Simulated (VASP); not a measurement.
# Sb (Pm-3m) in VASP: notebook, part 2 of 2

VASP 6.6.1. Earlier steps stand in the parts before.

## (5) Relaxation of cell and atoms, LDA, target pressure 54 GPa, at which the enthalpy is minimised

Input file INCAR:

```
SYSTEM = Sb
ALGO     = Normal         ! electronic algorithm
EDIFF    = 1E-6           ! SCF threshold, eV
EDIFFG   = -0.005         ! ionic threshold
ENCUT    = 600            ! plane-wave cutoff, eV
GGA      = CA             ! functional
IBRION   = 2              ! ionic algorithm
ISIF     = 3              ! what is computed and relaxed
ISMEAR   = -1             ! smearing method
LASPH    = .True.         ! aspherical terms in the spheres
LCHARG   = .False.        ! write CHGCAR
LREAL    = .False.        ! projectors in reciprocal space
LWAVE    = .False.        ! write WAVECAR
NELM     = 60             ! most SCF steps
NSW      = 32             ! ionic steps
PREC     = Accurate       ! precision mode
PSTRESS  = 540.0        
SIGMA    = 0.08           ! smearing width, eV
```

Input file KPOINTS:

```
k-points
0
Gamma
  14 14 14
  0 0 0
```

Input file POSCAR:

```
Sb
1.0
    2.6980842402      0.0000000000      0.0000000000
    0.0000000000      2.6980842402      0.0000000000
    0.0000000000      0.0000000000      2.6980842402
Sb
1
Direct
    0.0000000000      0.0000000000      0.0000000000
```

Potentials or basis: VASP PAW LDA potentials, release 64 (Sb).

Run with:

```sh
$ cat potpaw_LDA.64/Sb/POTCAR > POTCAR
$ mpirun -np 1 vasp_std > vasp.out
```

OUTCAR:

```text
SYSTEM = Sb
   EDIFF = 1E-6
   EDIFFG = -0.005
   ENCUT = 600
   GGA = CA
   IBRION = 2
   ISIF = 3
   ISMEAR = -1
   LASPH = .True.
   LREAL = .False.
   NELM = 60
   NSW = 32
   PREC = Accurate
   PSTRESS = 540.0

 ion  position               nearest neighbor table
   1  0.000  0.000  0.000-

  LATTYP: Found a simple cubic cell.
 ALAT       =     2.6980842402

  Lattice vectors:

 A1 = (   2.6980842402,   0.0000000000,   0.0000000000)
 A2 = (   0.0000000000,   2.6980842402,   0.0000000000)
 A3 = (   0.0000000000,   0.0000000000,   2.6980842402)

Analysis of symmetry for initial positions (statically):
=====================================================================
 Subroutine PRICEL returns:
 Original cell was already a primitive cell.

 Routine SETGRP: Setting up the symmetry group for a
 simple cubic supercell.

 Subroutine GETGRP returns: Found 48 space group operations
[... 9 lines left out ...]

 Routine SETGRP: Setting up the symmetry group for a
 simple cubic supercell.

 Subroutine GETGRP returns: Found 48 space group operations
[... 11 lines left out ...]
                                     Primitive cell

  volume of cell :      19.6411

  direct lattice vectors                    reciprocal lattice vectors
     2.698084240  0.000000000  0.000000000     0.370633350  0.000000000  0.000000000
     0.000000000  2.698084240  0.000000000     0.000000000  0.370633350  0.000000000
     0.000000000  0.000000000  2.698084240     0.000000000  0.000000000  0.370633350

  length of vectors
     2.698084240  2.698084240  2.698084240     0.370633350  0.370633350  0.370633350

  position of ions in fractional coordinates (direct lattice)
     0.000000000  0.000000000  0.000000000

[... 91 lines left out ...]
   EFERMI_NEDOS =   21; number of points for ismear=-14 and -15
   IALGO  =     38    algorithm
   IMIX   =      4    mixing-type and parameters
     AMIX     =   0.40;   BMIX     =  1.00
     AMIX_MAG =   1.60;   BMIX_MAG =  1.00
  volume/ion in A,a.u.               =      19.64       132.54
  Fermi-wavevector in a.u.,A,eV,Ry     =   1.037551  1.960687 14.646828  1.076511
  Thomas-Fermi vector in A             =   2.171994
   LORBIT       =      0    0 simple, 1 ext, 2 COOP (PROOUT), +10 PAW based schemes
   GGA     = CA    functional components
   LHFCALC =     F    Hartree Fock is set to
   AEXX    =    0.0000 exact exchange contribution
   IVDW    =     0    specifies the selected vdW correction
   LEPSILON=     F    determine dielectric tensor
   LRPA    =     F    only Hartree local field effects (RPA)
 conjugate gradient relaxation of ions
 non-spin polarized calculation
  energy-cutoff  :      600.00
  volume of cell :       19.64
 maximum number of plane-waves:       691
 NGX is ok and might be reduce to    24
   NGX = 11   NGY = 11   NGZ = 11

--------------------------------------- Ionic step        1  -------------------------------------------

 number of electron       5.0000000 magnetization

 Free energy of the ion-electron system (eV)
  ---------------------------------------------------
  ext. energy  EPLUGINS =         0.00000000
  ---------------------------------------------------
  free energy    TOTEN  =        -3.73323330 eV

  energy without entropy =       -3.72610429  energy(sigma->0) =       -3.72966880

------------------------ aborting loop because EDIFF is reached ----------------------------------------

  FORCE on cell =-STRESS in cart. coord.  units (eV):
  Direction    XX          YY          ZZ          XY          YZ          ZX
  --------------------------------------------------------------------------------------
  -------------------------------------------------------------------------------------
  Total        6.8820401      6.8820401      6.8820401      0.0000000      0.0000000      0.0000000
  in kB      561.3855972    561.3855972    561.3855972      0.0000000      0.0000000      0.0000000
  external PRESSURE =      21.3855972 kB  Pullay stress =     540.0000000 kB
[... 61 lines left out ...]
--------------------------------------- Ionic step        3  -------------------------------------------

 number of electron       5.0000000 magnetization

 Free energy of the ion-electron system (eV)
  ---------------------------------------------------
  ext. energy  EPLUGINS =         0.00000000
  ---------------------------------------------------
  free energy    TOTEN  =        -3.78536770 eV

  energy without entropy =       -3.77817957  energy(sigma->0) =       -3.78177364

 E-fermi :  13.4198     XC(G=0): -11.6068

 val. band max:       13.4102298969   @ k =   0.5000   0.2857   0.2857
 cond. band min:      13.4391232833   @ k =   0.2857   0.2143   0.2143
 fundamental gap:      0.0288933864
 Fermi energy:        13.4198497366

 k-point     1 :       0.0000    0.0000    0.0000
  band No.  band energies     occupation
      1      -3.0114      2.00000
      2      17.5789      0.00000
      3      17.5789      0.00000
      4      17.5789      0.00000
      5      20.7507      0.00000
      6      20.7507      0.00000
[... 199 lines left out ...]
 k-point    24 :       0.3571    0.2143    0.0000
  band No.  band energies     occupation
      1       0.6354      2.00000
      2       7.8706      2.00000
      3      13.9793      0.00183
      4      20.7060      0.00000
      5      21.2964      0.00000
      6      23.9045      0.00000

 [... further k-points ...]
[... 5 lines left out ...]
  --------------------------------------------------------------------------------------
  -------------------------------------------------------------------------------------
  Total        6.6677881      6.6677881      6.6677881     -0.0000000     -0.0000000      0.0000000
  in kB      539.7391300    539.7391300    539.7391300     -0.0000000     -0.0000000      0.0000000
  external PRESSURE =      -0.2608700 kB  Pullay stress =     540.0000000 kB
[... 20 lines left out ...]
  energy  without entropy=       -3.7781795688  energy(sigma->0) =       -3.78177364

  enthalpy is  TOTEN    =         2.8856431014 eV   P V=        6.6710108040

 reached required accuracy - stopping structural energy minimisation
```

It took 29 s on 1 thread of Intel Xeon 8259CL, shared host; peak memory 0.15 GiB.

What came out:

* Free energy: -3.7854 eV
* Relaxed volume: 19.79 Å³/atom
* Relaxed cell: a = 2.705 Å, b = 2.705 Å, c = 2.705 Å, α = 90.00°, β = 90.00°, γ = 90.00°
* Space group after relaxing (to 0.05 Å): Pm-3m (No. 221)
* Energy change on relaxing (the enthalpy is what falls): -52.1 meV/atom
* Ionic steps: 3
* Pressure after relaxing: 54.0 GPa

Step by step:
```tsv
step	energy change (eV)	largest force (eV/Å)	pressure (GPa)	volume (Å³)
1	0.0000	0.0000	56.14	19.64
2	-0.2402	0.0000	46.19	20.40
3	-0.0521	0.0000	53.97	19.79
```

Final structure:
```
Sb
1.0
     2.70501    0.00000    0.00000
     0.00000    2.70501    0.00000
     0.00000    0.00000    2.70501
Sb
1
Direct
  0.00000 0.00000 0.00000
```

Levels at points of the mesh, in eV from the Fermi level:
```tsv
k point	band 1	band 2	band 3	band 4	band 5	band 6
(0.00, 0.00, 0.00)	-16.43	4.16	4.16	4.16	7.33	7.33
(0.50, 0.00, 0.00)	-12.14	-9.02	7.87	7.87	10.00	11.19
(0.50, 0.50, 0.00)	-7.33	-5.77	-5.77	0.41	12.31	14.13
(0.50, 0.50, 0.50)	-2.58	-2.58	-2.58	-1.40	4.16	4.16
```

Caveat: the cell is relaxed towards a set pressure, so the enthalpy falls and the energy may rise; spin-orbit coupling is left out, which moves the levels of the heavy elements.

## (6) The runs side by side

| task | cell | cutoff (eV) | gap on the mesh (eV) | pressure (GPa) |
| --- | --- | --- | --- | --- |
| single point | a = 2.698 Å, 1 atom | 520 | none | 56.1 |
| relaxation of cell and atoms | relaxed to 54 GPa from a = 2.664 Å, 1 atom | 600 | none | 54.0 |
| relaxation of cell and atoms | relaxed to 54 GPa from a = 2.698 Å, 1 atom | 600 | none | 54.0 |

Alike in all rows: level LDA; potentials or basis VASP PAW LDA potentials, release 64 (Sb); no spin polarisation; k mesh 14 × 14 × 14; smearing fermi-dirac 0.08 eV.

Caveats: spin-orbit coupling is left out, which moves the levels of the heavy elements; the cell is relaxed towards a set pressure, so the enthalpy falls and the energy may rise (some runs).

Absolute energies hang on the potentials; compare differences alone.
